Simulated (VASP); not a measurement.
# AlAs (F-43m) in VASP: single point with PBE

Aim: the single point of AlAs with PBE.

All numbers are computed with VASP 6.6.1; they aren't measurements. Logs are shortened: lines on timing, memory, paths and dates and some standing lists are left out, and cuts for length are marked.

**1. The cell of the first run**

It takes space group F-43m (No. 216, cubic). Conventional cell: a = 5.825 Å, b = 5.825 Å, c = 5.825 Å, α = 90.00°, β = 90.00°, γ = 90.00°. Within 3.3 Å of Al (site symmetry -43m) lie 4 As at 2.52 Å. As (site symmetry -43m) has 4 Al at 2.52 Å within 3.3 Å.

**2. Single point, PBE (P replaced by As, lengths x 1.032, strained)**

The input, INCAR:

```
  PREC = Accurate
  ENCUT = 500
  EDIFF = 1E-6
  ISMEAR = 0
  SIGMA = 0.02
  LREAL = F
  LASPH = T
  NELM = 120
  ALGO = Normal
  ISIF = 2
  LWAVE = F
  LCHARG = F
  GGA = PE
  NBANDS = 11
  GGA_COMPAT = F
```

The input, KPOINTS:

```
Automatic mesh
0
Gamma
  8 8 8
```

The input, POSCAR:

```
AlAs
1.0
    0.0000000000      2.9122506862      2.9122506862
    2.9122506862      0.0000000000      2.9122506862
    2.9122506862      2.9122506862      0.0000000000
Al As
1 1
Direct
    0.0000000000      0.0000000000      0.0000000000
    0.7500000000      0.7500000000      0.7500000000
```

Potentials or basis: VASP PAW PBE potentials, release 64 (Al, As).

Run with:

```
cat potpaw_PBE.64/Al/POTCAR potpaw_PBE.64/As/POTCAR > POTCAR
mpirun -np 1 vasp_std > vasp.out
```

OUTCAR:

```text
PREC = Accurate
   ENCUT = 500
   EDIFF = 1E-6
   ISMEAR = 0
   LREAL = F
   LASPH = T
   NELM = 120
   ISIF = 2
   GGA = PE

 ion  position               nearest neighbor table
   1  0.000  0.000  0.000-   2 2.52   2 2.52   2 2.52   2 2.52
   2  0.750  0.750  0.750-   1 2.52   1 2.52   1 2.52   1 2.52

  LATTYP: Found a face centered cubic cell.
 ALAT       =     5.8245013724

  Lattice vectors:

 A1 = (   0.0000000000,   2.9122506862,   2.9122506862)
 A2 = (   2.9122506862,   0.0000000000,   2.9122506862)
 A3 = (   2.9122506862,   2.9122506862,   0.0000000000)

Analysis of symmetry for initial positions (statically):
=====================================================================
 Subroutine PRICEL returns:
 Original cell was already a primitive cell.

 Routine SETGRP: Setting up the symmetry group for a
 face centered cubic supercell.

 Subroutine GETGRP returns: Found 24 space group operations
 (whereof 24 operations were pure point group operations)
 out of a pool of 48 trial point group operations.

The static configuration has the point symmetry T_d .

Analysis of symmetry for dynamics (positions and initial velocities):
=====================================================================
 Subroutine PRICEL returns:
 Original cell was already a primitive cell.

 Routine SETGRP: Setting up the symmetry group for a
 face centered cubic supercell.

 Subroutine GETGRP returns: Found 24 space group operations
 (whereof 24 operations were pure point group operations)
 out of a pool of 48 trial point group operations.

The dynamic configuration has the point symmetry T_d .

 Subroutine INISYM returns: Found 24 space group operations
 (whereof 24 operations are pure point group operations),
 and found     1 'primitive' translations

----------------------------------------------------------------------------------------

                                     Primitive cell

  volume of cell :      49.3988

  direct lattice vectors                    reciprocal lattice vectors
     0.000000000  2.912250686  2.912250686    -0.171688517  0.171688517  0.171688517
     2.912250686  0.000000000  2.912250686     0.171688517 -0.171688517  0.171688517
     2.912250686  2.912250686  0.000000000     0.171688517  0.171688517 -0.171688517

  length of vectors
     4.118544417  4.118544417  4.118544417     0.297373234  0.297373234  0.297373234

  position of ions in fractional coordinates (direct lattice)
     0.000000000  0.000000000  0.000000000
     0.750000000  0.750000000  0.750000000

  ion indices of the primitive-cell ions
   primitive index   ion index
                 1           1
                 2           2

----------------------------------------------------------------------------------------

 KPOINTS: Automatic mesh

Automatic generation of k-mesh.
 Grid dimensions read from file:
 generate k-points for:    8    8    8

 Generating k-lattice:

  Cartesian coordinates                     Fractional coordinates (reciprocal lattice)
    -0.021461065  0.021461065  0.021461065     0.125000000  0.000000000  0.000000000
     0.021461065 -0.021461065  0.021461065     0.000000000  0.125000000  0.000000000
     0.021461065  0.021461065 -0.021461065     0.000000000  0.000000000  0.125000000

  Length of vectors
     0.037171654  0.037171654  0.037171654

  Shift w.r.t. Gamma in fractional coordinates (k-lattice)
     0.000000000  0.000000000  0.000000000

 Subroutine IBZKPT returns following result:
 ===========================================

 Found     29 irreducible k-points:

 Following reciprocal coordinates:
            Coordinates               Weight
  0.000000  0.000000  0.000000      1.000000
  0.125000  0.000000  0.000000      8.000000
  0.250000  0.000000  0.000000      8.000000
  0.375000  0.000000  0.000000      8.000000
  0.500000  0.000000  0.000000      4.000000
  0.125000  0.125000  0.000000      6.000000
[... 16 lines left out ...]
  0.500000  0.250000  0.125000     48.000000
 -0.375000  0.250000  0.125000     24.000000
 [... further k-points ...]
   k-points           NKPTS =     29   k-points in BZ     NKDIM =     29   number of bands    NBANDS=     11
   number of dos      NEDOS =    301   number of ions     NIONS =      2
   total plane-waves  NPLWV =  27000
   dimension x,y,z NGX =    30 NGY =   30 NGZ =   30
   dimension x,y,z NGXF=    60 NGYF=   60 NGZF=   60
   ions per type =               1   1
   NGX,Y,Z   is equivalent  to a cutoff of  12.11, 12.11, 12.11 a.u.
   NGXF,Y,Z  is equivalent  to a cutoff of  24.22, 24.22, 24.22 a.u.
 SYSTEM =  unknown system
   PREC   = accura    normal or accurate (medium, high low for compatibility)
   ISTART =      0    job   : 0-new  1-cont  2-samecut
   ICHARG =      2    charge: 1-file 2-atom 10-const
   ISPIN  =      1    spin polarized calculation?
   LNONCOLLINEAR =      F non collinear calculations
   LSORBIT =      F    spin-orbit coupling
   LASPH  =      T    aspherical Exc in radial PAW
   ENCUT  =  500.0 eV  36.75 Ry    6.06 a.u.   7.51  7.51  7.51*2*pi/ulx,y,z
   NELM   =    120;   NELMIN=  2; NELMDL= -5     # of ELM steps
   EDIFF  = 0.1E-05   stopping-criterion for ELM
   LREAL  =      F    real-space projection
   EDIFFG = 0.1E-04   stopping-criterion for IOM
   NSW    =      0    number of steps for IOM
   IBRION =     -1    ionic relax: 0-MD 1-quasi-New 2-CG
   NFREE  =      0    steps in history (QN), initial steepest desc. (CG)
   ISIF   =      2    stress and relaxation
   ISYM   =      2    0-nonsym 1-usesym 2-fastsym
   POTIM  = 0.5000    time-step for ionic-motion
   TEBEG  =    0.0;   TEEND  =   0.0 temperature during run
   PSTRESS=    0.0 pullay stress
   NELECT =       8.0000    total number of electrons
   NUPDOWN=      -1.0000    fix difference up-down
   EMIN   =  10.00;   EMAX   =-10.00  energy-range for DOS
   EFERMI =   0.00;   METHOD = LEGACY
   ISMEAR =     0;   SIGMA  =   0.02  broadening in eV -4-tet -1-fermi 0-gaus
   EFERMI_NEDOS =   21; number of points for ismear=-14 and -15
   IALGO  =     38    algorithm
   IMIX   =      4    mixing-type and parameters
     AMIX     =   0.40;   BMIX     =  1.00
     AMIX_MAG =   1.60;   BMIX_MAG =  1.00
  volume/ion in A,a.u.               =      24.70       166.68
  Fermi-wavevector in a.u.,A,eV,Ry     =   0.892345  1.686287 10.834039  0.796279
  Thomas-Fermi vector in A             =   2.014282
   LORBIT       =      0    0 simple, 1 ext, 2 COOP (PROOUT), +10 PAW based schemes
   GGA     = PE    functional components
   LHFCALC =     F    Hartree Fock is set to
   AEXX    =    0.0000 exact exchange contribution
   IVDW    =     0    specifies the selected vdW correction
   LEPSILON=     F    determine dielectric tensor
   LRPA    =     F    only Hartree local field effects (RPA)
 non-spin polarized calculation
 Gauss-broadening in eV      SIGMA  =   0.02
  energy-cutoff  :      500.00
  volume of cell :       49.40
 maximum number of plane-waves:      1283
   NGX = 15   NGY = 15   NGZ = 15

 number of electron       8.0000001 magnetization

 Free energy of the ion-electron system (eV)
  ---------------------------------------------------
  ext. energy  EPLUGINS =         0.00000000
  ---------------------------------------------------
  free energy    TOTEN  =        -9.36647613 eV

  energy without entropy =       -9.36647613  energy(sigma->0) =       -9.36647613

 E-fermi :   3.3353     XC(G=0):  -8.7124

 val. band max:        3.1913480986   @ k =   0.0000   0.0000   0.0000
 cond. band min:       4.5903703839   @ k =   0.0000   0.0000   0.0000
 fundamental gap:      1.3990222852
 Fermi energy:         3.3353090074

 k-point     1 :       0.0000    0.0000    0.0000
  band No.  band energies     occupation
      1      -8.2181      2.00000
      2       3.1913      2.00000
      3       3.1913      2.00000
      4       3.1913      2.00000
      5       4.5904      0.00000
      6       7.3335      0.00000
      7       7.3335      0.00000
      8       7.3335      0.00000
      9      11.6174      0.00000
     10      12.0356      0.00000
     11      12.0356      0.00000

 k-point     2 :       0.1250    0.0000    0.0000
  band No.  band energies     occupation
      1      -8.0818      2.00000
      2       1.7613      2.00000
      3       3.0436      2.00000
      4       3.0436      2.00000
      5       5.4677      0.00000
      6       7.5938      0.00000
      7       7.5938      0.00000
      8       7.6295      0.00000
      9      11.4815      0.00000
     10      11.4815      0.00000
     11      12.3308      0.00000

 k-point     3 :       0.2500    0.0000    0.0000
  band No.  band energies     occupation
      1      -7.7071      2.00000
      2      -0.0534      2.00000
      3       2.7493      2.00000
      4       2.7493      2.00000
      5       5.4468      0.00000
      6       7.9412      0.00000
      7       7.9412      0.00000
      8       9.1557      0.00000
      9      11.3624      0.00000
     10      11.3624      0.00000
     11      12.3321      0.00000

 k-point     4 :       0.3750    0.0000    0.0000
  band No.  band energies     occupation
      1      -7.2331      2.00000
      2      -1.4563      2.00000
      3       2.5121      2.00000
      4       2.5121      2.00000
      5       5.1436      0.00000
      6       7.8919      0.00000
      7       7.8919      0.00000
      8      10.5914      0.00000
      9      12.4181      0.00000
     10      12.5280      0.00000
     11      12.5280      0.00000

 k-point     5 :       0.5000    0.0000    0.0000
  band No.  band energies     occupation
      1      -6.9874      2.00000
      2      -2.0198      2.00000
      3       2.4256      2.00000
      4       2.4256      2.00000
      5       5.0223      0.00000
      6       7.8024      0.00000
      7       7.8024      0.00000
      8      10.7673      0.00000
      9      13.7044      0.00000
     10      14.3495      0.00000
     11      14.3495      0.00000
[... 211 lines left out ...]
 k-point    21 :       0.5000    0.5000    0.0000
  band No.  band energies     occupation
      1      -6.5155      2.00000
      2      -1.9569      2.00000
      3       1.2030      2.00000
      4       1.2030      2.00000
      5       4.7634      0.00000
      6       5.4688      0.00000
      7      12.8652      0.00000
      8      12.8652      0.00000
      9      14.0690      0.00000
     10      15.2829      0.00000
     11      15.2829      0.00000

 k-point    22 :       0.3750    0.2500    0.1250
  band No.  band energies     occupation
      1      -7.3959      2.00000
      2      -0.4504      2.00000
      3       1.4145      2.00000
      4       2.2935      2.00000
      5       6.6838      0.00000
      6       7.0403      0.00000
      7       8.4220      0.00000
      8       9.4016      0.00000
      9      11.0365      0.00000
     10      13.2431      0.00000
     11      14.6214      0.00000

 k-point    23 :       0.5000    0.2500    0.1250
  band No.  band energies     occupation
      1      -6.9733      2.00000
      2      -1.3552      2.00000
      3       0.8633      2.00000
      4       1.9522      2.00000
      5       6.6730      0.00000
      6       7.4756      0.00000
      7       8.7438      0.00000
      8       9.7768      0.00000
      9      12.1153      0.00000
     10      13.3121      0.00000
     11      14.9203      0.00000

 k-point    24 :      -0.3750    0.2500    0.1250
  band No.  band energies     occupation
      1      -6.7610      2.00000
      2      -1.7710      2.00000
      3       0.7128      2.00000
      4       1.7892      2.00000
      5       6.6270      0.00000
      6       7.3624      0.00000
      7       9.5302      0.00000
      8      10.4900      0.00000
      9      11.2223      0.00000
     10      13.8381      0.00000
     11      14.9822      0.00000

 [... further k-points ...]
[... 5 lines left out ...]
  --------------------------------------------------------------------------------------
  -------------------------------------------------------------------------------------
  Total       -0.8907396     -0.8907396     -0.8907396     -0.0000000      0.0000000     -0.0000000
  in kB      -28.8898346    -28.8898346    -28.8898346     -0.0000000      0.0000000     -0.0000000
  external PRESSURE =     -28.8898346 kB  Pullay stress =       0.0000000 kB

 VOLUME and BASIS-vectors are now :
 -----------------------------------------------------------------------------
  energy-cutoff  :      500.00
  volume of cell :       49.40
      direct lattice vectors                 reciprocal lattice vectors
     0.000000000  2.912250686  2.912250686    -0.171688517  0.171688517  0.171688517
     2.912250686  0.000000000  2.912250686     0.171688517 -0.171688517  0.171688517
     2.912250686  2.912250686  0.000000000     0.171688517  0.171688517 -0.171688517

 POSITION                                       TOTAL-FORCE (eV/Angst)
 -----------------------------------------------------------------------------------
      0.00000      0.00000      0.00000        -0.000000      0.000000      0.000000
      4.36838      4.36838      4.36838         0.000000     -0.000000     -0.000000
 -----------------------------------------------------------------------------------
    total drift:                               -0.000000     -0.000000     -0.000000

  FREE ENERGIE OF THE ION-ELECTRON SYSTEM (eV)
  ---------------------------------------------------
  free  energy   TOTEN  =        -9.3664761331 eV

  energy  without entropy=       -9.3664761331  energy(sigma->0) =       -9.36647613
```

Wall time 27 s (1 thread of Intel Xeon 8259CL, shared host); peak memory 0.17 GiB.

What came out:

- Free energy: -9.3665 eV
- Pressure: -2.9 GPa
- Band gap on the k mesh: 1.40 eV, direct

Caveat: the cell differs from its parent crystal (P replaced by As, lengths x 1.032, strained).
